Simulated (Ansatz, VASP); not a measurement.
## Pt: VASP beside Ansatz

INCAR

```
  PREC = Accurate
  ENCUT = 520
  EDIFF = 1E-7
  ISMEAR = 0
  SIGMA = 0.15
  LREAL = F
  LASPH = T
  NELM = 60
  ALGO = Fast
  ISIF = 2
  LWAVE = F
  LCHARG = F
  GGA = PS
  NBANDS = 11
```

KPOINTS

```
Automatic mesh
0
Gamma
  22 22 22
```

The input POSCAR:

```
Pt
1.0
   -1.7670587197      1.5671191847      1.5671191847
    1.5671191847     -1.7670587197      1.5671191847
    1.5671191847      1.5671191847     -1.7670587197
Pt
1
Direct
    0.0000000000      0.0000000000      0.0000000000
```

Input for Ansatz:

```yaml
crystal:
  lattice:
    - [-1.7670587197, 1.5671191847, 1.5671191847]
    - [1.5671191847, -1.7670587197, 1.5671191847]
    - [1.5671191847, 1.5671191847, -1.7670587197]
  atoms:
    - { symbol: Pt, position: [0.0, 0.0, 0.0] }
basis:
  ecutwfc: 420
kpoints:
  mp_grid: { grid: [22, 22, 22] }
hamiltonian:
  xc: pbesol
  pseudopotentials: { kind: paw, azcp: { folder: soft_1 } }
scf:
  occupations: { method: gaussian, width: 0.15 }
output:
  forces: true
  stress: true
  eigenvalues: true
```

Alike in both runs: task single point; functional PBEsol; k mesh 22 × 22 × 22; occupations gaussian, width 0.15 eV; no spin polarisation.

|  | VASP | Ansatz |
| --- | --- | --- |
| version | VASP 6.6.1 | Ansatz 0.2.0 |
| potentials or method | VASP PAW PBE potentials, release 64 (Pt), cutoff 520 eV | scalar-relativistic, plane waves, PAW |
| valence electrons in the cell | 10 | 18 |

```csv
,VASP,Ansatz,Ansatz less VASP
gap on the k mesh at the Fermi level (eV),none,none,-
pressure (GPa),20.2,20.7,+0.50
"traceless stress, the component that is largest in VASP (GPa)",33.45,33.68,+0.228
```

VASP's potentials were made for PBE, not for PBEsol, and Ansatz warns of the same on its side. A gap of «none» marks a metal or a gap that the smearing closes. VASP's potentials hold 10 valence electrons a cell and Ansatz's 18, so a difference there can come from the potentials and not from the codes.

Spin-orbit coupling is off throughout.
